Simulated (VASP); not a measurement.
# AlN (Fm-3m) in VASP: a series of runs, part 2 of 2

VASP 6.6.1. Earlier steps stand in the parts before.

## 3. Single point, LDA

File INCAR:

```
SYSTEM = AlN
PREC     = Accurate       ! precision mode
ENCUT    = 600            ! plane-wave cutoff, eV
EDIFF    = 1E-6           ! SCF threshold, eV
ISMEAR   = 0              ! smearing method
SIGMA    = 0.02           ! smearing width, eV
LREAL    = .FALSE.        ! projectors in reciprocal space
LASPH    = .TRUE.         ! aspherical terms in the spheres
NELM     = 120            ! most SCF steps
ALGO     = Normal         ! electronic algorithm
ISIF     = 2              ! what is computed and relaxed
LWAVE    = .FALSE.        ! write WAVECAR
LCHARG   = .FALSE.        ! write CHGCAR
GGA      = CA             ! functional
NBANDS   = 11             ! bands
GGA_COMPAT= .FALSE.
```

File KPOINTS:

```
Automatic mesh
0
G
  10 10 10
  0 0 0
```

File POSCAR:

```
AlN
1.0
    0.0000000000      2.0054623677      2.0054623677
    2.0054623677      0.0000000000      2.0054623677
    2.0054623677      2.0054623677      0.0000000000
Al N
1 1
Direct
    0.5000000000      0.5000000000      0.5000000000
    0.0000000000      0.0000000000      0.0000000000
```

Potentials or basis: VASP PAW LDA potentials, release 64 (Al, N).

The run is started by

```console
$ cat potpaw_LDA.64/Al/POTCAR potpaw_LDA.64/N/POTCAR > POTCAR
$ mpirun -np 1 vasp_std > vasp.out
```

OUTCAR:

```text
SYSTEM = AlN
   PREC = Accurate
   ENCUT = 600
   EDIFF = 1E-6
   ISMEAR = 0
   LREAL = .FALSE.
   LASPH = .TRUE.
   NELM = 120
   ISIF = 2
   GGA = CA

 ion  position               nearest neighbor table
   1  0.500  0.500  0.500-   2 2.01   2 2.01   2 2.01   2 2.01   2 2.01   2 2.01
   2  0.000  0.000  0.000-   1 2.01   1 2.01   1 2.01   1 2.01   1 2.01   1 2.01

  LATTYP: Found a face centered cubic cell.
 ALAT       =     4.0109247354

  Lattice vectors:

 A1 = (   0.0000000000,   2.0054623677,   2.0054623677)
 A2 = (   2.0054623677,   0.0000000000,   2.0054623677)
 A3 = (   2.0054623677,   2.0054623677,   0.0000000000)

Analysis of symmetry for initial positions (statically):
=====================================================================
 Subroutine PRICEL returns:
 Original cell was already a primitive cell.

 Routine SETGRP: Setting up the symmetry group for a
 face centered cubic supercell.

 Subroutine GETGRP returns: Found 48 space group operations
 (whereof 48 operations were pure point group operations)
 out of a pool of 48 trial point group operations.

The static configuration has the point symmetry O_h .

Analysis of symmetry for dynamics (positions and initial velocities):
=====================================================================
 Subroutine PRICEL returns:
 Original cell was already a primitive cell.

 Routine SETGRP: Setting up the symmetry group for a
 face centered cubic supercell.

 Subroutine GETGRP returns: Found 48 space group operations
 (whereof 48 operations were pure point group operations)
 out of a pool of 48 trial point group operations.

The dynamic configuration has the point symmetry O_h .

 Subroutine INISYM returns: Found 48 space group operations
 (whereof 48 operations are pure point group operations),
 and found     1 'primitive' translations

----------------------------------------------------------------------------------------

                                     Primitive cell

  volume of cell :      16.1315

  direct lattice vectors                    reciprocal lattice vectors
     0.000000000  2.005462368  2.005462368    -0.249319064  0.249319064  0.249319064
     2.005462368  0.000000000  2.005462368     0.249319064 -0.249319064  0.249319064
     2.005462368  2.005462368  0.000000000     0.249319064  0.249319064 -0.249319064

  length of vectors
     2.836152079  2.836152079  2.836152079     0.431833286  0.431833286  0.431833286

  position of ions in fractional coordinates (direct lattice)
     0.500000000  0.500000000  0.500000000
     0.000000000  0.000000000  0.000000000

  ion indices of the primitive-cell ions
   primitive index   ion index
                 1           1
                 2           2

----------------------------------------------------------------------------------------

 KPOINTS: Automatic mesh

Automatic generation of k-mesh.
 Grid dimensions read from file:
 generate k-points for:   10   10   10

 Generating k-lattice:

  Cartesian coordinates                     Fractional coordinates (reciprocal lattice)
    -0.024931906  0.024931906  0.024931906     0.100000000  0.000000000  0.000000000
     0.024931906 -0.024931906  0.024931906     0.000000000  0.100000000  0.000000000
     0.024931906  0.024931906 -0.024931906     0.000000000  0.000000000  0.100000000

  Length of vectors
     0.043183329  0.043183329  0.043183329

  Shift w.r.t. Gamma in fractional coordinates (k-lattice)
     0.000000000  0.000000000  0.000000000

 Subroutine IBZKPT returns following result:
 ===========================================

 Found     47 irreducible k-points:

 Following reciprocal coordinates:
            Coordinates               Weight
  0.000000  0.000000  0.000000      1.000000
  0.100000  0.000000  0.000000      8.000000
  0.200000  0.000000  0.000000      8.000000
  0.300000  0.000000  0.000000      8.000000
  0.400000  0.000000  0.000000      8.000000
  0.500000  0.000000  0.000000      4.000000
[... 16 lines left out ...]
  0.300000  0.300000  0.000000      6.000000
  0.400000  0.300000  0.000000     24.000000
 [... further k-points ...]
   k-points           NKPTS =     47   k-points in BZ     NKDIM =     47   number of bands    NBANDS=     11
   number of dos      NEDOS =    301   number of ions     NIONS =      2
   total plane-waves  NPLWV =  13824
   dimension x,y,z NGX =    24 NGY =   24 NGZ =   24
   dimension x,y,z NGXF=    48 NGYF=   48 NGZF=   48
   ions per type =               1   1
   NGX,Y,Z   is equivalent  to a cutoff of  14.07, 14.07, 14.07 a.u.
   NGXF,Y,Z  is equivalent  to a cutoff of  28.14, 28.14, 28.14 a.u.
 SYSTEM =  AlN
   PREC   = accura    normal or accurate (medium, high low for compatibility)
   ISTART =      0    job   : 0-new  1-cont  2-samecut
   ICHARG =      2    charge: 1-file 2-atom 10-const
   ISPIN  =      1    spin polarized calculation?
   LNONCOLLINEAR =      F non collinear calculations
   LSORBIT =      F    spin-orbit coupling
   LASPH  =      T    aspherical Exc in radial PAW
   ENCUT  =  600.0 eV  44.10 Ry    6.64 a.u.   5.66  5.66  5.66*2*pi/ulx,y,z
   NELM   =    120;   NELMIN=  2; NELMDL= -5     # of ELM steps
   EDIFF  = 0.1E-05   stopping-criterion for ELM
   LREAL  =      F    real-space projection
   EDIFFG = 0.1E-04   stopping-criterion for IOM
   NSW    =      0    number of steps for IOM
   IBRION =     -1    ionic relax: 0-MD 1-quasi-New 2-CG
   NFREE  =      0    steps in history (QN), initial steepest desc. (CG)
   ISIF   =      2    stress and relaxation
   ISYM   =      2    0-nonsym 1-usesym 2-fastsym
   POTIM  = 0.5000    time-step for ionic-motion
   TEBEG  =    0.0;   TEEND  =   0.0 temperature during run
   PSTRESS=    0.0 pullay stress
   NELECT =       8.0000    total number of electrons
   NUPDOWN=      -1.0000    fix difference up-down
   EMIN   =  10.00;   EMAX   =-10.00  energy-range for DOS
   EFERMI =   0.00;   METHOD = LEGACY
   ISMEAR =     0;   SIGMA  =   0.02  broadening in eV -4-tet -1-fermi 0-gaus
   EFERMI_NEDOS =   21; number of points for ismear=-14 and -15
   IALGO  =     38    algorithm
   IMIX   =      4    mixing-type and parameters
     AMIX     =   0.40;   BMIX     =  1.00
     AMIX_MAG =   1.60;   BMIX_MAG =  1.00
  volume/ion in A,a.u.               =       8.07        54.43
  Fermi-wavevector in a.u.,A,eV,Ry     =   1.295827  2.448758 22.846457  1.679167
  Thomas-Fermi vector in A             =   2.427322
   LORBIT       =      0    0 simple, 1 ext, 2 COOP (PROOUT), +10 PAW based schemes
   GGA     = CA    functional components
   LHFCALC =     F    Hartree Fock is set to
   AEXX    =    0.0000 exact exchange contribution
   IVDW    =     0    specifies the selected vdW correction
   LEPSILON=     F    determine dielectric tensor
   LRPA    =     F    only Hartree local field effects (RPA)
 non-spin polarized calculation
 Gauss-broadening in eV      SIGMA  =   0.02
  energy-cutoff  :      600.00
  volume of cell :       16.13
 maximum number of plane-waves:       548
   NGX = 11   NGY = 11   NGZ = 11

 number of electron       8.0000000 magnetization

 Free energy of the ion-electron system (eV)
  ---------------------------------------------------
  ext. energy  EPLUGINS =         0.00000000
  ---------------------------------------------------
  free energy    TOTEN  =       -16.23130970 eV

  energy without entropy =      -16.23130970  energy(sigma->0) =      -16.23130970

 E-fermi :  10.1834     XC(G=0): -12.6871

 val. band max:       10.0274168343   @ k =   0.0000   0.0000   0.0000
 cond. band min:      14.7215441871   @ k =   0.5000   0.5000   0.0000
 fundamental gap:      4.6941273529
 Fermi energy:        10.1834103495

 k-point     1 :       0.0000    0.0000    0.0000
  band No.  band energies     occupation
      1      -7.6028      2.00000
      2      10.0274      2.00000
      3      10.0274      2.00000
      4      10.0274      2.00000
      5      16.1519      0.00000
      6      22.1246      0.00000
      7      22.1246      0.00000
      8      22.1246      0.00000
      9      27.4146      0.00000
     10      27.8357      0.00000
     11      27.8357      0.00000
[... 309 lines left out ...]
 k-point    24 :       0.4000    0.3000    0.0000
  band No.  band energies     occupation
      1      -4.4551      2.00000
      2       4.1018      2.00000
      3       7.1437      2.00000
      4       7.6782      2.00000
      5      16.1907      0.00000
      6      16.9194      0.00000
      7      22.4043      0.00000
      8      25.7148      0.00000
      9      26.4977      0.00000
     10      31.9286      0.00000
     11      34.8538      0.00000

 [... further k-points ...]

------------------------ aborting loop because EDIFF is reached ----------------------------------------

  FORCE on cell =-STRESS in cart. coord.  units (eV):
  Direction    XX          YY          ZZ          XY          YZ          ZX
  --------------------------------------------------------------------------------------
  -------------------------------------------------------------------------------------
  Total        0.0532902      0.0532902      0.0532902      0.0000000      0.0000000     -0.0000000
  in kB        5.2927822      5.2927822      5.2927822      0.0000000      0.0000000     -0.0000000
  external PRESSURE =       5.2927822 kB  Pullay stress =       0.0000000 kB

 VOLUME and BASIS-vectors are now :
 -----------------------------------------------------------------------------
  energy-cutoff  :      600.00
  volume of cell :       16.13
      direct lattice vectors                 reciprocal lattice vectors
     0.000000000  2.005462368  2.005462368    -0.249319064  0.249319064  0.249319064
     2.005462368  0.000000000  2.005462368     0.249319064 -0.249319064  0.249319064
     2.005462368  2.005462368  0.000000000     0.249319064  0.249319064 -0.249319064

 POSITION                                       TOTAL-FORCE (eV/Angst)
 -----------------------------------------------------------------------------------
      2.00546      2.00546      2.00546        -0.000000     -0.000000     -0.000000
      0.00000      0.00000      0.00000         0.000000      0.000000      0.000000
 -----------------------------------------------------------------------------------
    total drift:                                0.000000     -0.000000     -0.000000

  FREE ENERGIE OF THE ION-ELECTRON SYSTEM (eV)
  ---------------------------------------------------
  free  energy   TOTEN  =       -16.2313096963 eV

  energy  without entropy=      -16.2313096963  energy(sigma->0) =      -16.23130970
```

Wall time 5.5 s (1 thread of AMD EPYC 9R45 (Zen 5), shared host); peak memory 0.09 GiB.

Results:

```yaml
Free_energy: -16.2313 eV
Pressure: 0.5 GPa
Band_gap_on_the_k_mesh: 4.69 eV (least direct gap 6.12 eV)
```

A k mesh can miss the band edges.

## 4. Single point, LDA

File INCAR:

```
PREC = Accurate ; ENCUT = 600
EDIFF = 1E-6 ; ISMEAR = 0
SIGMA = 0.02 ; LREAL = F
LASPH = T ; NELM = 120
ALGO = Normal ; ISIF = 2
LWAVE = F ; LCHARG = F
GGA = CA ; NBANDS = 11
GGA_COMPAT = F
```

File KPOINTS:

```
Automatic mesh
0
Gamma
  10 10 10
```

POSCAR is that of step 3.

The run is started by

```console
$ cat potpaw_LDA.64/Al/POTCAR potpaw_LDA.64/N/POTCAR > POTCAR
$ mpirun -np 1 vasp_std > vasp.out
```

It took 5.4 s on 1 thread of AMD EPYC 9R45 (Zen 5), shared host; peak memory 0.09 GiB.

The run converged. Its results:

- Free energy: -16.2313 eV
- Pressure: 0.5 GPa
- Band gap on the k mesh: 4.69 eV (least direct gap 6.12 eV)

Levels at points of the mesh, in eV from the valence-band top:
```
           k point  band 1  band 2  band 3  band 4  band 5  band 6  band 7  band 8  band 9
(0.00, 0.00, 0.00)  -17.63    0.00    0.00    0.00    6.12   12.10   12.10   12.10   17.39
(0.50, 0.00, 0.00)  -14.19   -8.50   -1.13   -1.13    6.28   11.00   11.00   13.48   16.14
(0.50, 0.50, 0.00)  -13.15   -7.58   -2.88   -2.88    4.69    5.15   14.19   17.37   17.37
```

A k mesh can miss the band edges.

## 5. Relaxation of cell and atoms, LDA

File INCAR:

```
ALGO = Normal
EDIFF = 1E-7
EDIFFG = -0.002
ENCUT = 600
GGA_COMPAT = False
IBRION = 2
ISIF = 3
ISMEAR = 0
LASPH = True
LCHARG = False
LREAL = False
LWAVE = False
NELM = 120
NELMIN = 4
NSW = 100
PREC = Accurate
SIGMA = 0.02
```

File KPOINTS:

```
k-points
0
Gamma
  10 10 10
```

File POSCAR:

```
AlN
1.0
    0.0000000000      2.0052122986      2.0052122986
    2.0052122986      0.0000000000      2.0052122986
    2.0052122986      2.0052122986      0.0000000000
Al N
1 1
Direct
    0.5000000000      0.5000000000      0.5000000000
    0.0000000000      0.0000000000      0.0000000000
```

The run is started by

```console
$ cat potpaw_LDA.64/Al/POTCAR potpaw_LDA.64/N/POTCAR > POTCAR
$ mpirun -np 1 vasp_std > vasp.out
```

Wall time 7.6 s (1 thread of AMD EPYC 9R45 (Zen 5), shared host); peak memory 0.1 GiB.

Results (log left out):

| Item | Value |
| --- | --- |
| Free energy | -16.2314 eV |
| Relaxed volume | 8.08 Å³/atom |
| Relaxed cell | a = 2.838 Å, b = 2.838 Å, c = 2.838 Å, α = 60.00°, β = 60.00°, γ = 60.00° |
| Space group after relaxing (to 0.1 Å) | Fm-3m (No. 225) |
| Energy gained by relaxing | 0.0 meV/atom |
| Ionic steps | 3 |
| Pressure after relaxing | 0.0 GPa |
| Band gap on the k mesh | 4.68 eV (least direct gap 6.10 eV) |

Final structure:
```cif
data_structure
_symmetry_space_group_name_H-M 'P 1'
_symmetry_Int_Tables_number 1
_cell_length_a 2.8380
_cell_length_b 2.8380
_cell_length_c 2.8380
_cell_angle_alpha 60.000
_cell_angle_beta 60.000
_cell_angle_gamma 60.000
_cell_volume 16.16
loop_
_atom_site_label
_atom_site_type_symbol
_atom_site_fract_x
_atom_site_fract_y
_atom_site_fract_z
_atom_site_occupancy
Al1 Al 0.50000 0.50000 0.50000 1
N1 N 0.00000 0.00000 0.00000 1
```

Levels at points of the mesh, in eV from the valence-band top:
| k point | band 2 | band 3 | band 4 | band 5 | band 6 | band 7 |
| --- | --- | --- | --- | --- | --- | --- |
| (0.00, 0.00, 0.00) | 0.00 | 0.00 | 0.00 | 6.10 | 12.09 | 12.09 |
| (0.50, 0.00, 0.00) | -8.49 | -1.12 | -1.12 | 6.27 | 10.98 | 10.98 |
| (0.50, 0.50, 0.00) | -7.56 | -2.87 | -2.87 | 4.68 | 5.16 | 14.16 |

A k mesh can miss the band edges.

## 6. Summary

| task | cell | k mesh | smearing | gap on the mesh (eV) | pressure (GPa) |
| --- | --- | --- | --- | --- | --- |
| single point | a = 2.836 Å, angles 60.0°, 2 atoms | 8 × 8 × 8 | gaussian 0.1 eV | 4.70 | 0.6 |
| single point | a = 2.836 Å, angles 60.0°, 2 atoms | 10 × 10 × 10 | gaussian 0.02 eV | 4.69 | 0.5 |
| relaxation of cell and atoms | relaxed from a = 2.836 Å, angles 60.0°, 2 atoms | 10 × 10 × 10 | gaussian 0.02 eV | 4.68 | 0.0 |

Alike in all rows: level LDA; potentials or basis VASP PAW LDA potentials, release 64 (Al, N); no spin polarisation; cutoff (eV) 600.

Absolute energies hang on the potentials; compare differences alone.
